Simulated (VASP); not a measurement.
# Ti3Se (P-6m2) in VASP: a series of runs

The runs below take Ti3Se through single point, with PBEsol+U.

Program: VASP 6.6.1. These are calculated values, not measurements. Logs are shortened: lines on timing, memory, paths and dates and some standing lists are left out, and cuts for length are marked.

**1. The cell of the first run**

Symmetry: P-6m2, No. 187, hexagonal system. Conventional cell: a = 3.197 Å, b = 3.197 Å, c = 7.943 Å, α = 90.00°, β = 90.00°, γ = 120.00°. Se (site symmetry -6m2) has 6 Ti at 2.58 Å and 6 Se at 3.20 Å within 3.4 Å. Ti (site symmetry -6m2) has 12 Ti at 2.85 to 3.20 Å within 3.8 Å. Ti (site symmetry 3m) has 3 Se at 2.58 Å and 9 Ti at 2.85 to 3.20 Å within 3.4 Å.

**2. Single point, PBEsol+U**

INCAR

```
SYSTEM = Ti3Se
ALGO     = Normal         ! electronic algorithm
EDIFF    = 1E-6           ! SCF threshold, eV
ENCUT    = 520            ! plane-wave cutoff, eV
GGA      = PS             ! functional
ISIF     = 2              ! what is computed and relaxed
ISMEAR   = -1             ! smearing method
LASPH    = .TRUE.         ! aspherical terms in the spheres
LCHARG   = .FALSE.        ! write CHGCAR
LDAU     = .TRUE.         ! DFT+U
LDAUJ    = 0 0          
LDAUL    = -1 2           ! shell
LDAUPRINT= 1            
LDAUTYPE = 2            
LDAUU    = 0 1            ! U, eV
LMAXMIX  = 4              ! l up to which the mixer works
LREAL    = .FALSE.        ! projectors in reciprocal space
LWAVE    = .FALSE.        ! write WAVECAR
NBANDS   = 29             ! bands
NELM     = 150            ! most SCF steps
PREC     = Accurate       ! precision mode
SIGMA    = 0.05           ! smearing width, eV
```

KPOINTS

```
k-points
0
G
  10 10 4
  0 0 0
```

POSCAR

```
Ti3Se
1.0
    3.1974455988      0.0000000000      0.0000000000
   -1.5987227994      2.7690691158      0.0000000000
    0.0000000000      0.0000000000      7.9427450000
Se Ti
1 3
Direct
    0.0000000000      0.0000000000      0.0000000000
    0.6666666667      0.3333333333      0.5000000000
    0.3333333333      0.6666666667      0.7729020000
    0.3333333333      0.6666666667      0.2270980000
```

Potentials or basis: VASP PAW PBE potentials, release 64 (Se, Ti_sv).

Command:

```sh
$ cat potpaw_PBE.64/Se/POTCAR potpaw_PBE.64/Ti_sv/POTCAR > POTCAR
$ mpirun -np 1 vasp_std > vasp.out
```

OUTCAR:

```text
SYSTEM = Ti3Se
   EDIFF = 1E-6
   ENCUT = 520
   GGA = PS
   ISIF = 2
   ISMEAR = -1
   LASPH = .TRUE.
   LREAL = .FALSE.
   NELM = 150
   PREC = Accurate

 ion  position               nearest neighbor table
   1  0.000  0.000  0.000-   3 2.58   4 2.58   3 2.58   4 2.58   3 2.58   4 2.58
   2  0.667  0.333  0.500-   3 2.85   4 2.85   3 2.85   4 2.85   3 2.85   4 2.85
   3  0.333  0.667  0.773-   1 2.58   1 2.58   1 2.58   2 2.85   2 2.85   2 2.85
   4  0.333  0.667  0.227-   1 2.58   1 2.58   1 2.58   2 2.85   2 2.85   2 2.85

  LATTYP: Found a hexagonal cell.
 ALAT       =     3.1974455988
 C/A-ratio  =     2.4840907389

  Lattice vectors:

 A1 = (   3.1974455988,   0.0000000000,   0.0000000000)
 A2 = (  -1.5987227994,   2.7690691158,   0.0000000000)
 A3 = (   0.0000000000,   0.0000000000,   7.9427450000)

Analysis of symmetry for initial positions (statically):
=====================================================================
 Subroutine PRICEL returns:
 Original cell was already a primitive cell.

 Routine SETGRP: Setting up the symmetry group for a
 hexagonal supercell.

 Subroutine GETGRP returns: Found 12 space group operations
 (whereof 12 operations were pure point group operations)
 out of a pool of 24 trial point group operations.

The static configuration has the point symmetry D_3h.

Analysis of symmetry for dynamics (positions and initial velocities):
=====================================================================
 Subroutine PRICEL returns:
 Original cell was already a primitive cell.

 Routine SETGRP: Setting up the symmetry group for a
 hexagonal supercell.

 Subroutine GETGRP returns: Found 12 space group operations
 (whereof 12 operations were pure point group operations)
 out of a pool of 24 trial point group operations.

The dynamic configuration has the point symmetry D_3h.

 Subroutine INISYM returns: Found 12 space group operations
 (whereof 12 operations are pure point group operations),
 and found     1 'primitive' translations

----------------------------------------------------------------------------------------

                                     Primitive cell

  volume of cell :      70.3247

  direct lattice vectors                    reciprocal lattice vectors
     3.197445599  0.000000000  0.000000000     0.312749653  0.180566096  0.000000000
    -1.598722799  2.769069116  0.000000000     0.000000000  0.361132192  0.000000000
     0.000000000  0.000000000  7.942745000     0.000000000  0.000000000  0.125901058

  length of vectors
     3.197445599  3.197445599  7.942745000     0.361132192  0.361132192  0.125901058

  position of ions in fractional coordinates (direct lattice)
     0.000000000  0.000000000  0.000000000
     0.666666667  0.333333333  0.500000000
     0.333333333  0.666666667  0.772902000
     0.333333333  0.666666667  0.227098000

  ion indices of the primitive-cell ions
   primitive index   ion index
                 1           1
                 2           2
                 3           3
                 4           4

----------------------------------------------------------------------------------------

 KPOINTS: k-points

Automatic generation of k-mesh.
 Grid dimensions read from file:
 generate k-points for:   10   10    4

 Generating k-lattice:

  Cartesian coordinates                     Fractional coordinates (reciprocal lattice)
     0.031274965  0.018056610  0.000000000     0.100000000 -0.000000000  0.000000000
     0.000000000  0.036113219  0.000000000     0.000000000  0.100000000  0.000000000
     0.000000000  0.000000000  0.031475265     0.000000000  0.000000000  0.250000000

  Length of vectors
     0.036113219  0.036113219  0.031475265

  Shift w.r.t. Gamma in fractional coordinates (k-lattice)
     0.000000000  0.000000000  0.000000000

 Subroutine IBZKPT returns following result:
 ===========================================

 Found     42 irreducible k-points:

 Following reciprocal coordinates:
            Coordinates               Weight
  0.000000  0.000000  0.000000      1.000000
  0.100000  0.000000  0.000000      6.000000
  0.200000  0.000000  0.000000      6.000000
  0.300000 -0.000000  0.000000      6.000000
  0.400000  0.000000  0.000000      6.000000
  0.500000 -0.000000  0.000000      3.000000
[... 16 lines left out ...]
  0.300000  0.100000  0.250000     24.000000
  0.400000  0.100000  0.250000     24.000000
 [... further k-points ...]
   k-points           NKPTS =     42   k-points in BZ     NKDIM =     42   number of bands    NBANDS=     29
   number of dos      NEDOS =    301   number of ions     NIONS =      4
   total plane-waves  NPLWV =  34560
   dimension x,y,z NGX =    24 NGY =   24 NGZ =   60
   dimension x,y,z NGXF=    48 NGYF=   48 NGZF=  120
   ions per type =               1   3
   NGX,Y,Z   is equivalent  to a cutoff of  12.48, 12.48, 12.56 a.u.
   NGXF,Y,Z  is equivalent  to a cutoff of  24.96, 24.96, 25.12 a.u.
 SYSTEM =  Ti3Se
   PREC   = accura    normal or accurate (medium, high low for compatibility)
   ISTART =      0    job   : 0-new  1-cont  2-samecut
   ICHARG =      2    charge: 1-file 2-atom 10-const
   ISPIN  =      1    spin polarized calculation?
   LNONCOLLINEAR =      F non collinear calculations
   LSORBIT =      F    spin-orbit coupling
   LASPH  =      T    aspherical Exc in radial PAW
   ENCUT  =  520.0 eV  38.22 Ry    6.18 a.u.   5.95  5.95 14.77*2*pi/ulx,y,z
   NELM   =    150;   NELMIN=  2; NELMDL= -5     # of ELM steps
   EDIFF  = 0.1E-05   stopping-criterion for ELM
   LREAL  =      F    real-space projection
   EDIFFG = 0.1E-04   stopping-criterion for IOM
   NSW    =      0    number of steps for IOM
   IBRION =     -1    ionic relax: 0-MD 1-quasi-New 2-CG
   NFREE  =      0    steps in history (QN), initial steepest desc. (CG)
   ISIF   =      2    stress and relaxation
   ISYM   =      2    0-nonsym 1-usesym 2-fastsym
   POTIM  = 0.5000    time-step for ionic-motion
   TEBEG  =    0.0;   TEEND  =   0.0 temperature during run
   PSTRESS=    0.0 pullay stress
   NELECT =      42.0000    total number of electrons
   NUPDOWN=      -1.0000    fix difference up-down
   EMIN   =  10.00;   EMAX   =-10.00  energy-range for DOS
   EFERMI =   0.00;   METHOD = LEGACY
   ISMEAR =    -1;   SIGMA  =   0.05  broadening in eV -4-tet -1-fermi 0-gaus
   EFERMI_NEDOS =   21; number of points for ismear=-14 and -15
   IALGO  =     38    algorithm
   IMIX   =      4    mixing-type and parameters
     AMIX     =   0.40;   BMIX     =  1.00
     AMIX_MAG =   1.60;   BMIX_MAG =  1.00
  volume/ion in A,a.u.               =      17.58       118.64
  Fermi-wavevector in a.u.,A,eV,Ry     =   1.378654  2.605279 25.860428  1.900688
  Thomas-Fermi vector in A             =   2.503696
   LORBIT       =      0    0 simple, 1 ext, 2 COOP (PROOUT), +10 PAW based schemes
 LDA+U is selected, type is set to LDAUTYPE =  2
   angular momentum for each species LDAUL =    -1    2
   U (eV)           for each species LDAUU =   0.0  1.0
   J (eV)           for each species LDAUJ =   0.0  0.0
   GGA     = PS    functional components
   LHFCALC =     F    Hartree Fock is set to
   AEXX    =    0.0000 exact exchange contribution
   IVDW    =     0    specifies the selected vdW correction
   LEPSILON=     F    determine dielectric tensor
   LRPA    =     F    only Hartree local field effects (RPA)
 non-spin polarized calculation
  energy-cutoff  :      520.00
  volume of cell :       70.32
 maximum number of plane-waves:      1918
 NGX is ok and might be reduce to    24
   NGX = 11   NGY = 11   NGZ = 29

atom =   2  type =  2  l = 2

 onsite density matrix

spin component  1
[... 83 lines left out ...]
  o =  0.1617  v = -0.4143  0.0000  0.0000 -0.9102  0.0000  0.0000  0.0000  0.0000  0.0000  0.0000      0.0000  0.0000  0.0000  0.0000  0.0000  0.0000  0.0000  0.0000  0.0000  0.0000
  o =  0.1617  v =  0.0000  0.0000  0.0000  0.0000  0.0000 -0.4143  0.0000  0.0000 -0.9102  0.0000      0.0000  0.0000  0.0000  0.0000  0.0000  0.0000  0.0000  0.0000  0.0000  0.0000
  o =  0.1617  v =  0.0000  0.9102 -0.0000  0.0000  0.4143  0.0000  0.0000  0.0000  0.0000  0.0000      0.0000  0.0000  0.0000  0.0000  0.0000  0.0000  0.0000  0.0000  0.0000  0.0000
  o =  0.1617  v =  0.0000  0.0000  0.0000  0.0000  0.0000  0.0000  0.9102 -0.0000  0.0000  0.4143      0.0000  0.0000  0.0000  0.0000  0.0000  0.0000  0.0000  0.0000  0.0000  0.0000
  o =  0.2026  v =  0.0000  0.0000  0.0000  0.0000  0.0000  0.0000 -0.0000 -1.0000 -0.0000  0.0000      0.0000  0.0000  0.0000  0.0000  0.0000  0.0000  0.0000  0.0000  0.0000  0.0000
  o =  0.2026  v =  0.0000 -0.0000 -1.0000 -0.0000  0.0000  0.0000  0.0000  0.0000  0.0000  0.0000      0.0000  0.0000  0.0000  0.0000  0.0000  0.0000  0.0000  0.0000  0.0000  0.0000
  o =  0.2089  v = -0.9102  0.0000 -0.0000  0.4143 -0.0000  0.0000  0.0000  0.0000  0.0000  0.0000      0.0000  0.0000  0.0000  0.0000  0.0000  0.0000  0.0000  0.0000  0.0000  0.0000
  o =  0.2089  v =  0.0000  0.0000  0.0000  0.0000  0.0000 -0.9102  0.0000 -0.0000  0.4143 -0.0000      0.0000  0.0000  0.0000  0.0000  0.0000  0.0000  0.0000  0.0000  0.0000  0.0000
  o =  0.2089  v =  0.0000  0.4143 -0.0000 -0.0000 -0.9102  0.0000  0.0000  0.0000  0.0000  0.0000      0.0000  0.0000  0.0000  0.0000  0.0000  0.0000  0.0000  0.0000  0.0000  0.0000
  o =  0.2089  v =  0.0000  0.0000  0.0000  0.0000  0.0000  0.0000  0.4143 -0.0000 -0.0000 -0.9102      0.0000  0.0000  0.0000  0.0000  0.0000  0.0000  0.0000  0.0000  0.0000  0.0000

 number of electron      42.0000000 magnetization

 Free energy of the ion-electron system (eV)
  ---------------------------------------------------
  ext. energy  EPLUGINS =         0.00000000
  ---------------------------------------------------
  free energy    TOTEN  =       -28.63203566 eV

  energy without entropy =      -28.60856179  energy(sigma->0) =      -28.62029872

 E-fermi :   8.0603     XC(G=0): -11.4918

 val. band max:        8.0001997107   @ k =   0.4000   0.2000   0.2500
 cond. band min:       8.0664234425   @ k =   0.3000   0.2000   0.0000
 fundamental gap:      0.0662237318
 Fermi energy:         8.0602763530

 k-point     1 :       0.0000    0.0000    0.0000
  band No.  band energies     occupation
      1     -49.0503      2.00000
      2     -49.0297      2.00000
      3     -48.8795      2.00000
      4     -25.6212      2.00000
      5     -25.5291      2.00000
      6     -25.2414      2.00000
[... 757 lines left out ...]
     28      10.6915      0.00000
     29      10.8668      0.00000

 [... further k-points ...]

------------------------ aborting loop because EDIFF is reached ----------------------------------------

  FORCE on cell =-STRESS in cart. coord.  units (eV):
  Direction    XX          YY          ZZ          XY          YZ          ZX
  --------------------------------------------------------------------------------------
  -------------------------------------------------------------------------------------
  Total       -1.2794339     -1.2794339     -1.1153400      0.0000000     -0.0000000      0.0000000
  in kB      -29.1488124    -29.1488124    -25.4103297      0.0000000     -0.0000000      0.0000000
  external PRESSURE =     -27.9026515 kB  Pullay stress =       0.0000000 kB

 VOLUME and BASIS-vectors are now :
 -----------------------------------------------------------------------------
  energy-cutoff  :      520.00
  volume of cell :       70.32
      direct lattice vectors                 reciprocal lattice vectors
     3.197445599  0.000000000  0.000000000     0.312749653  0.180566096  0.000000000
    -1.598722799  2.769069116  0.000000000     0.000000000  0.361132192  0.000000000
     0.000000000  0.000000000  7.942745000     0.000000000  0.000000000  0.125901058

 POSITION                                       TOTAL-FORCE (eV/Angst)
 -----------------------------------------------------------------------------------
      0.00000      0.00000      0.00000         0.000000      0.000000      0.000000
      1.59872      0.92302      3.97137        -0.000000      0.000000      0.000000
     -0.00000      1.84605      6.13896         0.000000      0.000000      0.083871
     -0.00000      1.84605      1.80378         0.000000      0.000000     -0.083871
 -----------------------------------------------------------------------------------
    total drift:                                0.000000     -0.000000     -0.000000

  FREE ENERGIE OF THE ION-ELECTRON SYSTEM (eV)
  ---------------------------------------------------
  free  energy   TOTEN  =       -28.6320356573 eV

  energy  without entropy=      -28.6085617891  energy(sigma->0) =      -28.62029872
```

It took 78 s on 1 thread of Intel Xeon Platinum 8488C (Sapphire Rapids), shared host; peak memory 0.22 GiB.

What came out:

```
Free energy            : -28.6320 eV
Pressure               : -2.8 GPa
Largest force          : 0.084 eV/Å
Band gap on the k mesh : zero (bands 21 and 22 overlap by 0.61 eV)
```

Forces on the atoms (eV/Å):
```
Se   0.000  0.000  0.000
Ti   0.000  0.000  0.000
Ti   0.000  0.000  0.084
Ti   0.000  0.000 -0.084
```

Stress tensor (GPa, compression positive):
```
-2.91  0.00  0.00
 0.00 -2.91  0.00
 0.00  0.00 -2.54
```

Levels at points of the mesh, in eV from the Fermi level:
| k point | band 19 | band 20 | band 21 | band 22 | band 23 | band 24 |
| --- | --- | --- | --- | --- | --- | --- |
| (0.00, 0.00, 0.00) | -0.25 | 0.16 | 0.16 | 0.33 | 0.33 | 0.88 |
| (0.50, 0.00, 0.00) | -1.60 | -0.75 | -0.50 | 0.22 | 0.78 | 0.82 |
| (0.00, 0.00, 0.50) | -0.66 | 0.42 | 0.42 | 0.51 | 0.61 | 0.61 |
| (0.50, 0.00, 0.50) | -1.57 | -0.95 | -0.89 | 0.57 | 0.86 | 1.02 |

Eigenvalues of the final occupation matrices:
```
    site  spin  trace               eigenvalues
site 2 d     1   0.89  0.17 0.17 0.18 0.18 0.20
site 2 d     2   0.89  0.17 0.17 0.18 0.18 0.20
site 3 d     1   0.94  0.16 0.16 0.20 0.21 0.21
site 3 d     2   0.94  0.16 0.16 0.20 0.21 0.21
site 4 d     1   0.94  0.16 0.16 0.20 0.21 0.21
site 4 d     2   0.94  0.16 0.16 0.20 0.21 0.21
```

Caveat: the PAW data sets were made with another functional, which shifts forces and pressure a little; U without spin polarisation on a metal has little footing.

**3. Single point, PBEsol+U**

INCAR

```
SYSTEM = Ti3Se
PREC = Accurate
ENCUT = 520
EDIFF = 1E-7
ISMEAR = -1
SIGMA = 0.05
LREAL = .FALSE.
LASPH = .TRUE.
NELM = 150
ALGO = Normal
ISIF = 2
LWAVE = .FALSE.
LCHARG = .FALSE.
LMAXMIX = 4
LDAU = .TRUE.
LDAUTYPE = 2
LDAUL = -1 2
LDAUU = 0 2
LDAUJ = 0 0
LDAUPRINT = 1
GGA = PS
NBANDS = 29
```

KPOINTS

```
Automatic mesh
0
G
  10 10 4
  0 0 0
```

POSCAR is that of step 2.

Potentials or basis: VASP PAW PBE potentials, release 64 (Se, Ti_sv).

Command:

```sh
$ cat potpaw_PBE.64/Se/POTCAR potpaw_PBE.64/Ti_sv/POTCAR > POTCAR
$ mpirun -np 1 vasp_std > vasp.out
```

It took 88 s on 1 thread of Intel Xeon Platinum 8488C (Sapphire Rapids), shared host; peak memory 0.22 GiB.

It converged, with:

- Free energy: -26.3919 eV
- Pressure: -1.2 GPa
- Largest force: 0.099 eV/Å
- Band gap on the k mesh: zero (bands 21 and 22 overlap by 0.66 eV)

Forces in eV/Å, atoms in the order of the input:
```
Se   0.000  0.000  0.000
Ti   0.000  0.000  0.000
Ti   0.000  0.000  0.099
Ti   0.000  0.000 -0.099
```

Stress tensor (GPa, compression positive):
```
-1.56  0.00  0.00
 0.00 -1.56  0.00
 0.00  0.00 -0.46
```

Levels at points of the mesh, in eV from the Fermi level:
| k point | band 19 | band 20 | band 21 | band 22 | band 23 | band 24 |
| --- | --- | --- | --- | --- | --- | --- |
| (0.00, 0.00, 0.00) | -0.36 | 0.16 | 0.16 | 0.36 | 0.36 | 0.84 |
| (0.50, 0.00, 0.00) | -1.64 | -0.85 | -0.57 | 0.25 | 0.74 | 0.81 |
| (0.00, 0.00, 0.50) | -0.69 | 0.45 | 0.45 | 0.45 | 0.61 | 0.61 |
| (0.50, 0.00, 0.50) | -1.62 | -1.01 | -0.92 | 0.53 | 0.87 | 1.05 |

Eigenvalues of the final occupation matrices:
| site | spin | trace | eigenvalues |
| --- | --- | --- | --- |
| site 2 d | 1 | 0.87 | 0.16 0.16 0.17 0.17 0.19 |
| site 2 d | 2 | 0.87 | 0.16 0.16 0.17 0.17 0.19 |
| site 3 d | 1 | 0.92 | 0.16 0.16 0.20 0.21 0.21 |
| site 3 d | 2 | 0.92 | 0.16 0.16 0.20 0.21 0.21 |
| site 4 d | 1 | 0.92 | 0.16 0.16 0.20 0.21 0.21 |
| site 4 d | 2 | 0.92 | 0.16 0.16 0.20 0.21 0.21 |

Caveat: the PAW data sets were made with another functional, which shifts forces and pressure a little; U without spin polarisation on a metal has little footing.

(Continued in part 2 of 3.)
